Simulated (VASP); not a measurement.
# CS3 (Im-3m) in VASP: further runs

The runs below take CS3 through relaxation of cell and atoms, single point, with PBE+D3(BJ).

All numbers are computed with VASP 6.6.1; they aren't measurements. Logs are shortened: lines on timing, memory, paths and dates and some standing lists are left out, and cuts for length are marked.

## Step 1: The cell of the first run

The structure is cubic, space group Im-3m (No. 229). The conventional cell has a = 4.734 Å, b = 4.734 Å, c = 4.734 Å, α = 90.00°, β = 90.00°, γ = 90.00°. C (site symmetry m-3m) has 6 S at 2.37 Å within 3.1 Å. Within 3.1 Å of S (site symmetry 4/mmm) lie 2 C at 2.37 Å and 4 S at 2.37 Å.

## Step 2: Relaxation of cell and atoms, PBE+D3(BJ)

File INCAR:

```
SYSTEM = CS3
PREC     = Accurate       ! precision mode
ENCUT    = 600            ! plane-wave cutoff, eV
EDIFF    = 1E-6           ! SCF threshold, eV
ISMEAR   = 0              ! smearing method
SIGMA    = 0.1            ! smearing width, eV
LREAL    = .FALSE.        ! projectors in reciprocal space
LASPH    = .TRUE.         ! aspherical terms in the spheres
NELM     = 60             ! most SCF steps
ALGO     = Normal         ! electronic algorithm
ISIF     = 3              ! what is computed and relaxed
LWAVE    = .FALSE.        ! write WAVECAR
LCHARG   = .FALSE.        ! write CHGCAR
GGA      = PE             ! functional
IVDW     = 12             ! dispersion correction
IBRION   = 2              ! ionic algorithm
NSW      = 90             ! ionic steps
EDIFFG   = -0.04          ! ionic threshold
```

File KPOINTS:

```
Automatic mesh
0
G
  6 6 6
  0 0 0
```

File POSCAR:

```
CS3
1.0
   -2.3670688458      2.3670688458      2.3670688458
    2.3670688458     -2.3670688458      2.3670688458
    2.3670688458      2.3670688458     -2.3670688458
C S
1 3
Direct
    0.0000000000      0.0000000000      0.0000000000
    0.0000000000      0.5000000000      0.5000000000
    0.5000000000      0.0000000000      0.5000000000
    0.5000000000      0.5000000000      0.0000000000
```

Potentials or basis: VASP PAW PBE potentials, release 64 (C, S).

Launch:

```console
$ cat potpaw_PBE.64/C/POTCAR potpaw_PBE.64/S/POTCAR > POTCAR
$ mpirun -np 1 vasp_std > vasp.out
```

OUTCAR:

```text
SYSTEM = CS3
   PREC = Accurate
   ENCUT = 600
   EDIFF = 1E-6
   ISMEAR = 0
   LREAL = .FALSE.
   LASPH = .TRUE.
   NELM = 60
   ISIF = 3
   GGA = PE
   IVDW = 12
   IBRION = 2
   NSW = 90
   EDIFFG = -0.04
 IVDW          = 12

 ion  position               nearest neighbor table
   1  0.000  0.000  0.000-   2 2.37   3 2.37   4 2.37   2 2.37   3 2.37   4 2.37
   2  0.000  0.500  0.500-   1 2.37   3 2.37   4 2.37   1 2.37   4 2.37   3 2.37
   3  0.500  0.000  0.500-   1 2.37   2 2.37   4 2.37   4 2.37   1 2.37   2 2.37
   4  0.500  0.500  0.000-   1 2.37   2 2.37   3 2.37   3 2.37   2 2.37   1 2.37

  LATTYP: Found a body centered cubic cell.
 ALAT       =     4.7341376916

  Lattice vectors:

 A1 = (  -2.3670688458,   2.3670688458,   2.3670688458)
 A2 = (   2.3670688458,  -2.3670688458,   2.3670688458)
 A3 = (   2.3670688458,   2.3670688458,  -2.3670688458)

Analysis of symmetry for initial positions (statically):
=====================================================================
 Subroutine PRICEL returns:
 Original cell was already a primitive cell.

 Routine SETGRP: Setting up the symmetry group for a
 body centered cubic supercell.

 Subroutine GETGRP returns: Found 48 space group operations
 (whereof 48 operations were pure point group operations)
 out of a pool of 48 trial point group operations.

The static configuration has the point symmetry O_h .

Analysis of symmetry for dynamics (positions and initial velocities):
=====================================================================
 Subroutine PRICEL returns:
 Original cell was already a primitive cell.

 Routine SETGRP: Setting up the symmetry group for a
 body centered cubic supercell.

 Subroutine GETGRP returns: Found 48 space group operations
 (whereof 48 operations were pure point group operations)
 out of a pool of 48 trial point group operations.

The dynamic configuration has the point symmetry O_h .

 Subroutine INISYM returns: Found 48 space group operations
 (whereof 48 operations are pure point group operations),
 and found     1 'primitive' translations

----------------------------------------------------------------------------------------

                                     Primitive cell

  volume of cell :      53.0509

[... 158 lines left out ...]
 POSITION                                       TOTAL-FORCE (eV/Angst)
 -----------------------------------------------------------------------------------
      0.00000      0.00000      0.00000         0.000000     -0.000000     -0.000000
      2.36707      0.00000      0.00000        -0.000000      0.000000      0.000000
      0.00000      2.36707      0.00000        -0.000000     -0.000000     -0.000000
      0.00000      0.00000      2.36707         0.000000      0.000000      0.000000
 -----------------------------------------------------------------------------------
    total drift:                                0.000000      0.000000     -0.000000

  FREE ENERGIE OF THE ION-ELECTRON SYSTEM (eV)
  ---------------------------------------------------
  free  energy   TOTEN  =       -17.0067361063 eV

  energy  without entropy=      -16.9930551070  energy(sigma->0) =      -16.99989561

--------------------------------------- Ionic step        2  -------------------------------------------

 number of electron      22.0000003 magnetization

 Free energy of the ion-electron system (eV)
  ---------------------------------------------------
  ext. energy  EPLUGINS =         0.00000000
  ---------------------------------------------------
  free energy    TOTEN  =       -15.59876824 eV

  energy without entropy =      -15.58503083  energy(sigma->0) =      -15.59189954

 E-fermi :   8.4294     XC(G=0): -11.3165

 val. band max:        8.3046188058   @ k =   0.5000   0.0000   0.0000
 cond. band min:       8.4583196463   @ k =   0.3333   0.1667   0.0000
 fundamental gap:      0.1537008405
 Fermi energy:         8.4294368545

 k-point     1 :       0.0000    0.0000    0.0000
  band No.  band energies     occupation
      1      -9.9615      2.00000
      2      -2.6636      2.00000
      3      -2.6636      2.00000
      4       0.3336      2.00000
      5       1.3166      2.00000
      6       1.3166      2.00000
      7       1.3166      2.00000
      8       3.3253      2.00000
      9       3.3253      2.00000
     10       3.3253      2.00000
     11      10.9248      0.00000
     12      10.9248      0.00000
     13      10.9248      0.00000
     14      11.2928      0.00000
[... 257 lines left out ...]
      2      -6.8581      2.00000
      3      -3.8421      2.00000
      4      -0.8517      2.00000
      5      -0.8517      2.00000
      6      -0.8517      2.00000
      7       2.8953      2.00000
      8       5.0938      2.00000
      9       5.0938      2.00000
     10       5.0938      2.00000
     11      13.1254      0.00000
     12      13.1254      0.00000
     13      13.1254      0.00000
     14      13.2769      0.00000
     15      13.2769      0.00000

------------------------ aborting loop because EDIFF is reached ----------------------------------------

 Edisp (eV)   -1.40825

 E8    (eV) :    -0.4943

  FORCE on cell =-STRESS in cart. coord.  units (eV):
  Direction    XX          YY          ZZ          XY          YZ          ZX
  --------------------------------------------------------------------------------------
  -------------------------------------------------------------------------------------
  Total      -0.07103    -0.07103    -0.07103     0.00000     0.00000    -0.00000
  in kB      -2.13220    -2.13220    -2.13220     0.00000     0.00000    -0.00000
  external pressure =       -2.13 kB  Pullay stress =        0.00 kB

 VOLUME and BASIS-vectors are now :
 -----------------------------------------------------------------------------
  energy-cutoff  :      600.00
  volume of cell :       53.37
      direct lattice vectors                 reciprocal lattice vectors
    -2.371864166  2.371864166  2.371864166     0.000000000  0.210804652  0.210804652
     2.371864166 -2.371864166  2.371864166     0.210804652  0.000000000  0.210804652
     2.371864166  2.371864166 -2.371864166     0.210804652  0.210804652  0.000000000

 POSITION                                       TOTAL-FORCE (eV/Angst)
 -----------------------------------------------------------------------------------
      0.00000      0.00000      4.74373        -0.000000      0.000000      0.000000
      2.37186      0.00000      0.00000         0.000000     -0.000000      0.000000
      2.37186      0.00000      2.37186        -0.000000     -0.000000      0.000000
      0.00000      0.00000      2.37186         0.000000     -0.000000     -0.000000
 -----------------------------------------------------------------------------------
    total drift:                                0.000000      0.000000      0.000000

  FREE ENERGIE OF THE ION-ELECTRON SYSTEM (eV)
  ---------------------------------------------------
  free  energy   TOTEN  =       -17.0070220682 eV

  energy  without entropy=      -16.9932846613  energy(sigma->0) =      -17.00015336

 reached required accuracy - stopping structural energy minimisation
```

OSZICAR:

```text
N       E                     dE             d eps       ncg     rms          rms(c)
DAV:   1     0.941737819272E+02    0.94174E+02   -0.11647E+04   480   0.150E+03
DAV:   2    -0.110359512316E+02   -0.10521E+03   -0.10326E+03   648   0.219E+02
DAV:   3    -0.157606618530E+02   -0.47247E+01   -0.46051E+01   606   0.510E+01
[... 13 lines left out ...]
DAV:   3    -0.155989004084E+02    0.37053E-03   -0.14023E-03   719   0.191E-01    0.118E-01
DAV:   4    -0.155987735764E+02    0.12683E-03   -0.43928E-04   578   0.125E-01    0.426E-02
DAV:   5    -0.155987713462E+02    0.22302E-05   -0.17555E-05   702   0.277E-02    0.261E-02
DAV:   6    -0.155987677344E+02    0.36117E-05   -0.38810E-06   569   0.970E-03    0.562E-03
DAV:   7    -0.155987682415E+02   -0.50708E-06   -0.17702E-06   451   0.622E-03
   2 F= -.17007022E+02 E0= -.17000153E+02  d E =-.285962E-03
```

Wall time 13 s (1 thread of Intel Xeon 6975P-C (Granite Rapids), shared host); peak memory 0.21 GiB.

Results:

| Property | Result |
| --- | --- |
| Free energy | -17.0070 eV |
| Relaxed volume | 13.34 Å³/atom |
| Relaxed cell | a = 4.108 Å, b = 4.108 Å, c = 4.108 Å, α = 109.47°, β = 109.47°, γ = 109.47° |
| Space group after relaxing (to 0.05 Å) | Im-3m (No. 229) |
| Energy gained by relaxing | 0.1 meV/atom |
| Ionic steps | 2 |
| Pressure after relaxing | -0.2 GPa |
| Band gap on the k mesh | zero (band 11 reaches 13.13 eV, above the bottom of band 12 at 7.69 eV) |
| Dispersion energy per atom | -0.352 eV |

The path:
```csv
step,energy change (eV),largest force (eV/Å),pressure (GPa),volume (Å³)
1,0.0000,0.0000,0.51,53.05
2,-0.0003,0.0000,-0.21,53.37
```

Final structure:
```cif
data_structure
_symmetry_space_group_name_H-M 'P 1'
_symmetry_Int_Tables_number 1
_cell_length_a 4.1082
_cell_length_b 4.1082
_cell_length_c 4.1082
_cell_angle_alpha 109.471
_cell_angle_beta 109.471
_cell_angle_gamma 109.471
_cell_volume 53.37
loop_
_atom_site_label
_atom_site_type_symbol
_atom_site_fract_x
_atom_site_fract_y
_atom_site_fract_z
_atom_site_occupancy
C1 C 0.00000 0.00000 0.00000 1
S1 S 0.00000 0.50000 0.50000 1
S2 S 0.50000 0.00000 0.50000 1
S3 S 0.50000 0.50000 0.00000 1
```

Levels at points of the mesh, in eV from the Fermi level:
```tsv
k point	band 7	band 8	band 9	band 10	band 11	band 12	band 13	band 14	band 15
(0.00, 0.00, 0.00)	-7.11	-5.10	-5.10	-5.10	2.50	2.50	2.50	2.86	2.86
(0.50, 0.00, 0.00)	-3.80	-3.01	-2.65	-2.43	-0.87	-0.12	0.77	1.14	4.40
(0.50, 0.50, 0.50)	-5.53	-3.34	-3.34	-3.34	4.70	4.70	4.70	4.85	4.85
```

Caveat: pairwise dispersion overbinds metals, which lowers pressure and volume.

## Step 3: Single point, PBE+D3(BJ)

This run uses another cell than the first one, of 13.38 Å³/atom, 1.009 times its volume.

File INCAR:

```
PREC     = Accurate       # precision mode
ENCUT    = 520            # plane-wave cutoff, eV
EDIFF    = 1E-6           # SCF threshold, eV
ISMEAR   = 0              # smearing method
SIGMA    = 0.1            # smearing width, eV
LREAL    = False          # projectors in reciprocal space
LASPH    = True           # aspherical terms in the spheres
NELM     = 60             # most SCF steps
ALGO     = Normal         # electronic algorithm
ISIF     = 2              # what is computed and relaxed
LWAVE    = False          # write WAVECAR
LCHARG   = False          # write CHGCAR
GGA      = PE             # functional
IVDW     = 12             # dispersion correction
NBANDS   = 19             # bands
```

File KPOINTS:

```
regular mesh
0
Gamma
  14 14 14
```

File POSCAR:

```
CS3
1.0
   -2.3740594734      2.3740594734      2.3740594734
    2.3740594734     -2.3740594734      2.3740594734
    2.3740594734      2.3740594734     -2.3740594734
C S
1 3
Direct
    0.0000000000      0.0000000000      0.0000000000
    0.0000000000      0.5000000000      0.5000000000
    0.5000000000      0.0000000000      0.5000000000
    0.5000000000      0.5000000000      0.0000000000
```

Potentials or basis: VASP PAW PBE potentials, release 64 (C, S).

Launch:

```console
$ cat potpaw_PBE.64/C/POTCAR potpaw_PBE.64/S/POTCAR > POTCAR
$ mpirun -np 1 vasp_std > vasp.out
```

Run time: 29 s. Hardware: 1 thread of Intel Xeon 6975P-C (Granite Rapids), shared host; peak memory 0.23 GiB.

It converged, with:

```
Free energy                : -17.0400 eV
Pressure                   : -0.2 GPa
Band gap on the k mesh     : zero (band 11 reaches 13.02 eV, above the bottom of band 12 at 6.69 eV)
Dispersion energy per atom : -0.351 eV
```

Levels at points of the mesh, in eV from the Fermi level:
```
           k point  band 7  band 8  band 9  band 10  band 11  band 12  band 13  band 14  band 15  band 16
(0.00, 0.00, 0.00)   -7.12   -5.17   -5.17    -5.17     2.47     2.47     2.47     2.79     2.79     2.79
(0.50, 0.00, 0.00)   -3.82   -3.06   -2.68    -2.48    -0.91    -0.23     0.70     1.04     4.28     4.45
(0.50, 0.50, 0.50)   -5.63   -3.39   -3.39    -3.39     4.57     4.57     4.57     4.80     4.80     4.80
```

Caveat: pairwise dispersion overbinds metals, which lowers pressure and volume.

## Step 4: Relaxation of cell and atoms, PBE+D3(BJ), collinear spin, ferromagnetic start

This run uses another cell than the first one, of 20.97 Å³/atom, 1.581 times its volume.

File INCAR:

```
PREC = Accurate
ENCUT = 600
EDIFF = 1E-7
ISMEAR = 0
SIGMA = 0.1
LREAL = F
LASPH = T
NELM = 150
ALGO = Normal
ISIF = 3
LWAVE = F
LCHARG = F
ISPIN = 2
MAGMOM = 1 0 0 0
LORBIT = 11
GGA = PE
IVDW = 12
IBRION = 2
NSW = 90
EDIFFG = -0.04
```

File KPOINTS:

```
regular mesh
0
Gamma
  4 4 4
```

File POSCAR:

```
CS3
1.0
   -2.7578086500      2.7578086500      2.7578086500
    2.7578086500     -2.7578086500      2.7578086500
    2.7578086500      2.7578086500     -2.7578086500
C S
1 3
Direct
    0.0000000000      0.0000000000      0.0000000000
    0.0000000000      0.5000000000      0.5000000000
    0.5000000000      0.0000000000      0.5000000000
    0.5000000000      0.5000000000      0.0000000000
```

Launch:

```console
$ cat potpaw_PBE.64/C/POTCAR potpaw_PBE.64/S/POTCAR > POTCAR
$ mpirun -np 1 vasp_std > vasp.out
```

Wall time 1.7 min (1 thread of Intel Xeon 6975P-C (Granite Rapids), shared host); peak memory 0.28 GiB.

The run converged. Its results:

* Free energy: -17.0670 eV
* Relaxed volume: 13.22 Å³/atom
* Relaxed cell: a = 4.096 Å, b = 4.096 Å, c = 4.096 Å, α = 109.47°, β = 109.47°, γ = 109.47°
* Space group after relaxing (to 0.05 Å): Im-3m (No. 229)
* Energy gained by relaxing: 591.6 meV/atom
* Ionic steps: 8
* Pressure after relaxing: 0.0 GPa
* Net moment: 0.00 μB per cell
* Valence electrons inside the program's atomic spheres: C 2.08; S 3.53
* Dispersion energy per atom: -0.355 eV

The path:
```tsv
step	energy change (eV)	largest force (eV/Å)	pressure (GPa)	volume (Å³)
1	0.0000	0.0000	-17.13	83.90
2	-2.1594	0.0000	-9.41	59.50
3	-2.3469	0.0000	4.74	51.45
4	-2.3605	0.0000	-1.90	53.81
5	-2.3659	0.0000	-0.50	53.11
6	-2.3655	0.0000	0.80	52.59
7	-2.3659	0.0000	-0.53	53.12
8	-2.3663	0.0000	0.00	52.89
```

Final structure:
```
C S
1.0
    -2.36474    2.36474    2.36474
     2.36474   -2.36474    2.36474
     2.36474    2.36474   -2.36474
C S
1 3
Direct
  0.00000 0.00000 0.00000
  0.00000 0.50000 0.50000
  0.50000 0.00000 0.50000
  0.50000 0.50000 0.00000
```

Levels at points of the mesh, in eV from the Fermi level:
Spin up:
```csv
k point,band 7,band 8,band 9,band 10,band 11,band 12,band 13,band 14,band 15,band 16
"(0.00, 0.00, 0.00)",-7.33,-5.24,-5.24,-5.24,2.31,2.31,2.31,2.80,2.80,2.80
"(0.50, 0.00, 0.00)",-3.98,-3.15,-2.81,-2.56,-1.00,-0.18,0.70,1.11,4.40,4.40
"(0.50, 0.50, 0.50)",-5.55,-3.46,-3.46,-3.46,4.70,4.70,4.70,4.76,4.76,4.76
```
Spin down:
```tsv
k point	band 8	band 9	band 10	band 11	band 12	band 13	band 14	band 15
(0.00, 0.00, 0.00)	-5.24	-5.24	-5.24	2.31	2.31	2.31	2.80	2.80
(0.50, 0.00, 0.00)	-3.15	-2.81	-2.56	-1.00	-0.18	0.70	1.11	4.40
(0.50, 0.50, 0.50)	-3.46	-3.46	-3.46	4.70	4.70	4.70	4.76	4.76
```

Caveat: the k points lie up to 0.47 Å⁻¹ apart in the final cell; the volume moved by over 15 % at a fixed basis, so the end points are rough; the bands computed are all filled at some k points, so no gap is given.

## Step 5: Relaxation of cell and atoms, PBE+D3(BJ)

This run uses another cell than the first one, of 13.32 Å³/atom, 1.004 times its volume.

File INCAR:

```
SYSTEM = CS3
PREC = Accurate
ENCUT = 600
EDIFF = 1E-6
ISMEAR = 0
SIGMA = 0.1
LREAL = .FALSE.
LASPH = .TRUE.
NELM = 100
ALGO = Normal
ISIF = 3
LWAVE = .FALSE.
LCHARG = .FALSE.
GGA = PE
IVDW = 12
IBRION = 2
NSW = 100
EDIFFG = -0.01
```

File KPOINTS:

```
regular mesh
0
G
  14 14 14
  0 0 0
```

File POSCAR:

```
CS3
1.0
   -2.3702059980      2.3702059980      2.3702059980
    2.3702059980     -2.3702059980      2.3702059980
    2.3702059980      2.3702059980     -2.3702059980
C S
1 3
Direct
    0.0000000000      0.0000000000      0.0000000000
    0.0000000000      0.5000000000      0.5000000000
    0.5000000000      0.0000000000      0.5000000000
    0.5000000000      0.5000000000      0.0000000000
```

Launch:

```console
$ cat potpaw_PBE.64/C/POTCAR potpaw_PBE.64/S/POTCAR > POTCAR
$ mpirun -np 1 vasp_std > vasp.out
```

Run time: 2.4 min. Hardware: 1 thread of Oxide Virtual Turin-like, shared host; peak memory 0.23 GiB.

It converged, with:

```yaml
Free_energy: -17.0403 eV
Relaxed_volume: 13.37 Å³/atom
Relaxed_cell: a = 4.111 Å, b = 4.111 Å, c = 4.111 Å, α = 109.47°, β = 109.47°, γ = 109.47°
Space_group_after_relaxing_to_0.05_Å: Im-3m (No. 229)
Energy_gained_by_relaxing: 0.0 meV/atom
Ionic_steps: 2
Pressure_after_relaxing: -0.1 GPa
Dispersion_energy_per_atom: -0.351 eV
```

The path:
```
step  energy change (eV)  largest force (eV/Å)  pressure (GPa)  volume (Å³)
   1              0.0000                0.0000            0.35        53.26
   2             -0.0002                0.0000           -0.10        53.48
```

Final structure:
```
C S
1.0
    -2.37350    2.37350    2.37350
     2.37350   -2.37350    2.37350
     2.37350    2.37350   -2.37350
C S
1 3
Direct
  0.00000 0.00000 0.00000
  0.00000 0.50000 0.50000
  0.50000 0.00000 0.50000
  0.50000 0.50000 0.00000
```

Levels at points of the mesh, in eV from the Fermi level:
```
           k point  band 9  band 10  band 11  band 12  band 13  band 14
(0.00, 0.00, 0.00)   -5.18    -5.18     2.46     2.46     2.46     2.79
(0.50, 0.00, 0.00)   -2.68    -2.48    -0.91    -0.23     0.70     1.05
(0.50, 0.50, 0.50)   -3.39    -3.39     4.58     4.58     4.58     4.81
```

Caveat: the bands computed are all filled at some k points, so no gap is given.

## Step 6: Summary

```tsv
task	spin	cell	k mesh	cutoff (eV)	gap on the mesh (eV)	pressure (GPa)	relaxed volume (Å³/atom)
relaxation of cell and atoms	off	relaxed from a = 4.100 Å, angles 109.5°, 4 atoms	6 × 6 × 6	600	none	-0.2	13.34
single point	off	a = 4.112 Å, angles 109.5°, 4 atoms	14 × 14 × 14	520	none	-0.2	-
relaxation of cell and atoms	collinear, ferromagnetic start	relaxed from a = 4.777 Å, angles 109.5°, 4 atoms	4 × 4 × 4	600	-	0.0	13.22
relaxation of cell and atoms	off	relaxed from a = 4.105 Å, angles 109.5°, 4 atoms	14 × 14 × 14	600	-	-0.1	13.37
```

Alike in all rows: level PBE+D3(BJ); potentials or basis VASP PAW PBE potentials, release 64 (C, S); smearing gaussian 0.1 eV.

Caveats: some runs use coarse meshes; pairwise dispersion overbinds metals, which lowers pressure and volume (some runs); the bands computed are all filled at some k points, so no gap is given (some runs); the volume moved by over 15 % at a fixed basis, so the end points are rough (some runs).

Total energies depend on the potentials used, so only differences within one code and one set of settings carry meaning.
